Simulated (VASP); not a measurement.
# Pt (I4/mmm) in VASP: further runs, part 2 of 2

VASP 6.6.1.

### Step 3. Single point, PBE (strain -0.0500 x Voigt [1, 1, 0, 0, 0, 0])

Contents of INCAR:

```
SYSTEM = Pt
ALGO = Normal
EDIFF = 1E-6
ENCUT = 520
GGA = PE
ISIF = 2
ISMEAR = -1
LASPH = .TRUE.
LCHARG = .TRUE.
LELF = .TRUE.
LREAL = .FALSE.
LVHAR = .TRUE.
LWAVE = .FALSE.
NBANDS = 11
NELM = 80
PREC = Accurate
SIGMA = 0.02
```

Contents of KPOINTS:

```
k-points
0
G
  20 20 20
  0 0 0
```

Contents of POSCAR:

```
Pt
1.0
    0.0000000000      1.8600050000      1.9579000000
    1.8600050000      0.0000000000      1.9579000000
    1.8600050000      1.8600050000      0.0000000000
Pt
1
Direct
    0.0000000000      0.0000000000      0.0000000000
```

Potentials or basis: VASP PAW PBE potentials, release 64 (Pt).

Command:

```
> cat potpaw_PBE.64/Pt/POTCAR > POTCAR
> mpirun -np 1 vasp_std > vasp.out
```

OUTCAR:

```text
SYSTEM = Pt
   EDIFF = 1E-6
   ENCUT = 520
   GGA = PE
   ISIF = 2
   ISMEAR = -1
   LASPH = .TRUE.
   LREAL = .FALSE.
   NELM = 80
   PREC = Accurate

 ion  position               nearest neighbor table
   1  0.000  0.000  0.000-

  LATTYP: Found a body centered tetragonal cell.
 ALAT       =     2.6304442971
 C/A-ratio  =     1.4886458551

  Lattice vectors:

 A1 = (  -1.8600050000,   0.0000000000,   1.9579000000)
 A2 = (   1.8600050000,   0.0000000000,   1.9579000000)
 A3 = (   0.0000000000,   1.8600050000,  -1.9579000000)
[... 514 lines left out ...]

 [... further k-points ...]

------------------------ aborting loop because EDIFF is reached ----------------------------------------

  FORCE on cell =-STRESS in cart. coord.  units (eV):
  Direction    XX          YY          ZZ          XY          YZ          ZX
  --------------------------------------------------------------------------------------
  -------------------------------------------------------------------------------------
  Total        4.7107590      4.7107590      3.8703059      0.0000000      0.0000000      0.0000000
  in kB      557.1251221    557.1251221    457.7276544      0.0000000      0.0000000      0.0000000
  external PRESSURE =     523.9926329 kB  Pullay stress =       0.0000000 kB

 VOLUME and BASIS-vectors are now :
 -----------------------------------------------------------------------------
  energy-cutoff  :      520.00
  volume of cell :       13.55
      direct lattice vectors                 reciprocal lattice vectors
     0.000000000  1.860005000  1.957900000    -0.268816482  0.268816482  0.255375658
     1.860005000  0.000000000  1.957900000     0.268816482 -0.268816482  0.255375658
     1.860005000  1.860005000  0.000000000     0.268816482  0.268816482 -0.255375658

 POSITION                                       TOTAL-FORCE (eV/Angst)
 -----------------------------------------------------------------------------------
      0.00000      0.00000      0.00000        -0.000000      0.000000     -0.000000
 -----------------------------------------------------------------------------------
    total drift:                                0.000000      0.000000      0.000000

  FREE ENERGIE OF THE ION-ELECTRON SYSTEM (eV)
  ---------------------------------------------------
  free  energy   TOTEN  =        -5.7974405213 eV

  energy  without entropy=       -5.7955308932  energy(sigma->0) =       -5.79648571
```

OSZICAR:

```text
N       E                     dE             d eps       ncg     rms          rms(c)
DAV:   1     0.413273115806E+02    0.41327E+02   -0.54722E+03 14390   0.857E+02
DAV:   2    -0.553998816526E+01   -0.46867E+02   -0.45100E+02 16295   0.183E+02
DAV:   3    -0.615003444602E+01   -0.61005E+00   -0.60690E+00 16560   0.198E+01
DAV:   4    -0.615227805657E+01   -0.22436E-02   -0.22434E-02 16420   0.141E+00
DAV:   5    -0.615229401520E+01   -0.15959E-04   -0.15959E-04 16626   0.108E-01    0.178E+01
DAV:   6    -0.585483857434E+01    0.29746E+00   -0.53171E-01 15458   0.607E+00    0.959E+00
DAV:   7    -0.580179561348E+01    0.53043E-01   -0.17421E-01 16283   0.337E+00    0.250E+00
DAV:   8    -0.579758129497E+01    0.42143E-02   -0.98564E-03 15524   0.896E-01    0.516E-01
DAV:   9    -0.579743472931E+01    0.14657E-03   -0.12376E-04 16244   0.105E-01    0.219E-02
DAV:  10    -0.579744036350E+01   -0.56342E-05   -0.37984E-06 19007   0.141E-02    0.262E-03
DAV:  11    -0.579744052131E+01   -0.15781E-06   -0.49496E-08  8635   0.209E-03
   1 F= -.57974405E+01 E0= -.57964857E+01  d E =-.190963E-02
```

stdout:

```text
POSCAR found type information on POSCAR Pt
 POSCAR found :  1 types and       1 ions
 scaLAPACK will be used
 LDA part: xc-table for (Slater+PW92), standard interpolation
 POSCAR, INCAR and KPOINTS ok, starting setup
 FFT: planning ... GRIDC
 FFT: planning ... GRID_SOFT
 FFT: planning ... GRID
 WAVECAR not read
 entering main loop
```

It took 58 s on 1 thread of Intel Xeon Platinum 8488C (Sapphire Rapids), shared host; peak memory 0.21 GiB.

What came out:

- Free energy: -5.7974 eV
- Pressure: 52.4 GPa
- Band gap on the k mesh: zero (bands 5 and 6 overlap by 3.02 eV)

Stress tensor (GPa, compression positive):
```
55.71  0.00  0.00
 0.00 55.71  0.00
 0.00  0.00 45.77
```

Levels at points of the mesh, in eV from the Fermi level:
| k point | band 1 | band 2 | band 3 | band 4 | band 5 | band 6 | band 7 | band 8 | band 9 | band 10 |
| --- | --- | --- | --- | --- | --- | --- | --- | --- | --- | --- |
| (0.00, 0.00, 0.00) | -11.48 | -4.96 | -4.24 | -4.24 | -2.38 | -1.51 | 14.30 | 18.82 | 20.38 | 20.38 |
| (0.50, 0.00, 0.00) | -8.52 | -4.93 | -4.24 | -0.91 | -0.09 | 0.24 | 6.77 | 13.81 | 19.32 | 20.16 |
| (0.50, 0.50, 0.00) | -8.41 | -7.83 | 0.10 | 0.59 | 0.59 | 0.89 | 9.18 | 12.38 | 12.38 | 22.00 |
| (0.50, 0.00, 0.50) | -8.34 | -7.82 | -0.02 | 0.31 | 0.96 | 1.96 | 10.66 | 11.18 | 11.70 | 21.37 |

Caveat: the cell differs from its parent crystal (strain -0.0500 x Voigt [1, 1, 0, 0, 0, 0]); the cell stands under pressure; spin-orbit coupling is left out, which moves the levels of the heavy elements.

### Step 4. Single point, PBE (strain -0.0250 x Voigt [1, 1, 0, 0, 0, 0])

Contents of INCAR:

```
SYSTEM = Pt
PREC = Accurate ; ENCUT = 520
EDIFF = 1E-7 ; ISMEAR = -1
SIGMA = 0.02 ; LREAL = .FALSE.
LASPH = .TRUE. ; NELM = 100
ALGO = Normal ; ISIF = 2
LWAVE = .FALSE. ; LCHARG = .FALSE.
GGA = PE ; NBANDS = 11
```

Contents of KPOINTS:

```
regular mesh
0
G
  20 20 20
  0 0 0
```

Contents of POSCAR:

```
Pt
1.0
    0.0000000000      1.9089525000      1.9579000000
    1.9089525000      0.0000000000      1.9579000000
    1.9089525000      1.9089525000      0.0000000000
Pt
1
Direct
    0.0000000000      0.0000000000      0.0000000000
```

Command:

```
> cat potpaw_PBE.64/Pt/POTCAR > POTCAR
> mpirun -np 1 vasp_std > vasp.out
```

Wall time 52 s (1 thread of Intel Xeon Platinum 8488C (Sapphire Rapids), shared host); peak memory 0.21 GiB.

It converged, with:

```yaml
Free_energy: -5.9881 eV
Pressure: 28.7 GPa
Band_gap_on_the_k_mesh: zero (bands 5 and 6 overlap by 2.61 eV)
```

Stress tensor (GPa, compression positive):
```
29.95  0.00  0.00
 0.00 29.95  0.00
 0.00  0.00 26.18
```

Levels at points of the mesh, in eV from the Fermi level:
| k point | band 3 | band 4 | band 5 | band 6 | band 7 | band 8 |
| --- | --- | --- | --- | --- | --- | --- |
| (0.00, 0.00, 0.00) | -4.04 | -4.04 | -1.99 | -1.59 | 14.47 | 19.26 |
| (0.50, 0.00, 0.00) | -4.07 | -0.71 | -0.03 | 0.13 | 6.29 | 14.03 |
| (0.50, 0.50, 0.00) | 0.04 | 0.53 | 0.53 | 1.33 | 9.05 | 11.88 |
| (0.50, 0.00, 0.50) | 0.00 | 0.41 | 0.70 | 1.84 | 9.74 | 11.31 |

Caveat: the cell differs from its parent crystal (strain -0.0250 x Voigt [1, 1, 0, 0, 0, 0]); the cell stands under pressure; spin-orbit coupling is left out, which moves the levels of the heavy elements.

### Step 5. Single point, PBE (strain +0.0250 x Voigt [1, 1, 0, 0, 0, 0])

Contents of INCAR:

```
  ALGO = Normal
  EDIFF = 1E-6
  ENCUT = 520
  GGA = PE
  ISIF = 2
  ISMEAR = -1
  LASPH = True
  LCHARG = False
  LREAL = False
  LWAVE = False
  NBANDS = 11
  NELM = 80
  PREC = Accurate
  SIGMA = 0.02
```

Contents of KPOINTS:

```
k-points
0
Gamma
  20 20 20
```

Contents of POSCAR:

```
Pt
1.0
    0.0000000000      2.0068475000      1.9579000000
    2.0068475000      0.0000000000      1.9579000000
    2.0068475000      2.0068475000      0.0000000000
Pt
1
Direct
    0.0000000000      0.0000000000      0.0000000000
```

Command:

```
> cat potpaw_PBE.64/Pt/POTCAR > POTCAR
> mpirun -np 1 vasp_std > vasp.out
```

Run time: 62 s. Hardware: 1 thread of Intel Xeon Platinum 8488C (Sapphire Rapids), shared host; peak memory 0.24 GiB.

It converged, with:

| Item | Value |
| --- | --- |
| Free energy | -6.0979 eV |
| Pressure | -2.5 GPa |
| Band gap on the k mesh | zero (bands 5 and 6 overlap by 2.13 eV) |

Stress tensor (GPa, compression positive):
```
-3.03  0.00  0.00
 0.00 -3.03  0.00
 0.00  0.00 -1.33
```

Levels at points of the mesh, in eV from the Fermi level:
```tsv
k point	band 1	band 2	band 3	band 4	band 5	band 6	band 7	band 8	band 9	band 10
(0.00, 0.00, 0.00)	-9.72	-3.60	-3.60	-3.34	-1.67	-1.36	14.77	19.28	19.28	19.88
(0.50, 0.00, 0.00)	-6.86	-3.71	-3.44	-0.28	-0.03	0.10	5.52	14.29	18.43	18.94
(0.50, 0.50, 0.00)	-6.56	-6.16	-0.01	0.46	0.46	2.18	8.82	10.96	10.96	19.38
(0.50, 0.00, 0.50)	-6.61	-6.16	0.00	0.34	0.55	1.72	8.21	11.34	11.48	19.74
```

Caveat: the cell differs from its parent crystal (strain +0.0250 x Voigt [1, 1, 0, 0, 0, 0]); spin-orbit coupling is left out, which moves the levels of the heavy elements.

### Step 6. The runs side by side

```csv
cell,gap on the mesh (eV),pressure (GPa)
"a = 2.667, b = 2.667, c = 2.561 Å, angles 61.3, 61.3, 57.4°, 1 atom",none,83.7
"a = 2.701, b = 2.701, c = 2.630 Å, angles 60.9, 60.9, 58.3°, 1 atom",none,52.4
"a = 2.734, b = 2.734, c = 2.700 Å, angles 60.4, 60.4, 59.2°, 1 atom",none,28.7
"a = 2.804, b = 2.804, c = 2.838 Å, angles 59.6, 59.6, 60.8°, 1 atom",none,-2.5
```

Alike in all rows: task single point; level PBE; potentials or basis VASP PAW PBE potentials, release 64 (Pt); no spin polarisation; k mesh 20 × 20 × 20; cutoff (eV) 520; smearing fermi-dirac 0.02 eV.

Caveats: spin-orbit coupling is left out, which moves the levels of the heavy elements; the cell stands under pressure (at least some runs).

Total energies depend on the potentials used, so only differences within one code and one set of settings carry meaning.
